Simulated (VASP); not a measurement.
Wanted: the native input for a VASP 6.6.1 run.

```
Task                   : single point
Functional             : PBE
Potentials or basis    : VASP PAW PBE potentials, release 64 (Al, Cd)
Cutoff                 : 520 eV
k mesh                 : 12 × 12 × 1
Occupations            : gaussian, width 0.1 eV
Spin                   : no spin polarisation
Dipole correction      : yes
Further INCAR settings : ALGO = Normal; EDIFF = 1e-06; NBANDS = 23
```

The structure of AlCd lies in POSCAR:

```
AlCd
1.0
    4.8032017857      0.0000002887      0.0000000000
   -2.4016011429      4.1596946216      0.0000000000
    0.0000000000      0.0000000000     27.5729996800
Al Cd
2 2
Direct
    0.0000000000      0.0000000000      0.2378260049
    0.0000000000      0.0000000000      0.3424518099
    0.3333333333      0.6666666667      0.2901389074
    0.6666666667      0.3333333333      0.2901389074
```

The input as run:

INCAR

```
SYSTEM = AlCd
ALGO = Normal
DIPOL = 0.5 0.5 0.290
EDIFF = 1E-6
ENCUT = 520
GGA = PE
IDIPOL = 3
ISIF = 2
ISMEAR = 0
LASPH = .TRUE.
LCHARG = .FALSE.
LDIPOL = .TRUE.
LREAL = .FALSE.
LWAVE = .FALSE.
NBANDS = 23
NELM = 100
PREC = Accurate
SIGMA = 0.1
```

KPOINTS

```
k-points
0
G
  12 12 1
  0 0 0
```

Potentials or basis: VASP PAW PBE potentials, release 64 (Al, Cd).

Command:

```sh
$ cat potpaw_PBE.64/Al/POTCAR potpaw_PBE.64/Cd/POTCAR > POTCAR
$ mpirun -np 1 vasp_std > vasp.out
```

It gave:

The largest force is 0.061 eV/Å and the band gap on the k mesh is zero (band 15 reaches -1.96 eV, above the bottom of band 16 at -3.41 eV).

Wall time 4.7 min on 1 thread of Intel(R) Xeon(R) Platinum 8259CL CPU @ 2.50GHz (Skylake/Cascade Lake), with other jobs on the host, peak memory 0.69 GiB.
